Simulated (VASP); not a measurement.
# AlN: single point with PBEsol

AlN:

```
Al N
1.0
     3.34120    0.00000    0.00000
    -1.67060    2.89356    0.00000
     0.00000    0.00000    3.93420
Al N
2 2
Direct
  0.33333 0.66667 0.75000
  0.66667 0.33333 0.25000
  0.33333 0.66667 0.25000
  0.66667 0.33333 0.75000
```

* Program: VASP 6.6.1
* Task: single point
* Functional: PBEsol
* Potentials or basis: VASP PAW PBE potentials, release 64 (Al, N)
* Cutoff: 520 eV
* k mesh: 9 × 9 × 6
* Occupations: gaussian, width 0.05 eV
* Spin: no spin polarisation
* Dipole correction: no
* Further INCAR settings: ALGO = Normal; EDIFF = 1e-06; NBANDS = 16

| Item | Value |
| --- | --- |
| Pressure | 6.3 GPa |
| Band gap on the k mesh | 3.69 eV, direct |

Stress tensor (GPa, compression positive):
```
 1.02  0.00  0.00
 0.00  1.02  0.00
 0.00  0.00 16.76
```

Levels at points of the mesh, in eV from the valence-band top:
```
           k point  band 4  band 5  band 6  band 7  band 8  band 9  band 10  band 11  band 12  band 13
(0.00, 0.00, 0.00)   -3.34   -3.34   -1.26   -1.26    0.00    3.69     4.81     8.34     8.34    11.93
(0.00, 0.00, 0.50)   -3.58   -2.35   -2.35   -2.35   -2.35    6.07     6.07     8.36     8.36     8.36
```

Wall time 22 s on 1 thread of Intel Xeon 6975P-C, with other jobs on the host, peak memory 0.16 GiB.

Caveat: the PAW data sets were made with another functional, which shifts forces and pressure a little. A k mesh can miss the band edges.
